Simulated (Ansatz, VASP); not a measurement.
# One calculation of Cu, two programs

Contents of INCAR:

```
ALGO     = Normal         # electronic algorithm
EDIFF    = 1E-6           # SCF threshold, eV
ENCUT    = 520            # plane-wave cutoff, eV
GGA      = PS             # functional
ISIF     = 2              # what is computed and relaxed
ISMEAR   = -1             # smearing method
LASPH    = True           # aspherical terms in the spheres
LCHARG   = False          # write CHGCAR
LREAL    = False          # projectors in reciprocal space
LWAVE    = False          # write WAVECAR
NBANDS   = 18             # bands
NELM     = 80             # most SCF steps
PREC     = Accurate       # precision mode
SIGMA    = 0.1            # smearing width, eV
```

KPOINTS

```
k-points
0
Gamma
  17 17 17
```

The input POSCAR:

```
Cu
1.0
    0.0000000000      2.7162652917      2.7162652917
    2.7162652917      0.0000000000      2.7162652917
    2.7162652917      2.7162652917      0.0000000000
Cu
2
Direct
    0.1250000000      0.1250000000      0.1250000000
    0.8750000000      0.8750000000      0.8750000000
```

Input for Ansatz:

```yaml
crystal:
  lattice:
    - [0.0, 2.7162652917, 2.7162652917]
    - [2.7162652917, 0.0, 2.7162652917]
    - [2.7162652917, 2.7162652917, 0.0]
  atoms:
    - { symbol: Cu, position: [0.125, 0.125, 0.125] }
    - { symbol: Cu, position: [0.875, 0.875, 0.875] }
hamiltonian:
  xc: pbesol
  pseudopotentials:
    kind: paw
    azcp:
      Cu: "pseudopotentials/Cu.paw.azcp"
basis:
  ecutwfc: 420
  fft_grid_basis: typed
kpoints:
  mp_grid: { grid: [17, 17, 17], shift: [0, 0, 0] }
magnetization:
  spin_polarized: false
scf:
  occupations: { method: fermi_dirac, width: 0.1 }
output:
  stress: true
```

Alike in both runs: task single point; functional PBEsol; k mesh 17 × 17 × 17; occupations fermi-dirac, width 0.1 eV; no spin polarisation.

|  | VASP | Ansatz |
| --- | --- | --- |
| version | VASP 6.6.1 | Ansatz 0.2.0 |
| potentials or method | VASP PAW PBE potentials, release 64 (Cu), cutoff 520 eV | plane waves (420 eV) with PAW, scalar-relativistic |
| valence electrons in the cell | 22 | 38 |

|  | VASP | Ansatz | Ansatz less VASP |
| --- | --- | --- | --- |
| pressure (GPa) | -5.6 | -5.8 | -0.15 |

VASP's potentials were made for PBE, not for PBEsol, and Ansatz warns of the same on its side. VASP's potentials hold 22 valence electrons a cell and Ansatz's 38, so a difference there can come from the potentials and not from the codes.
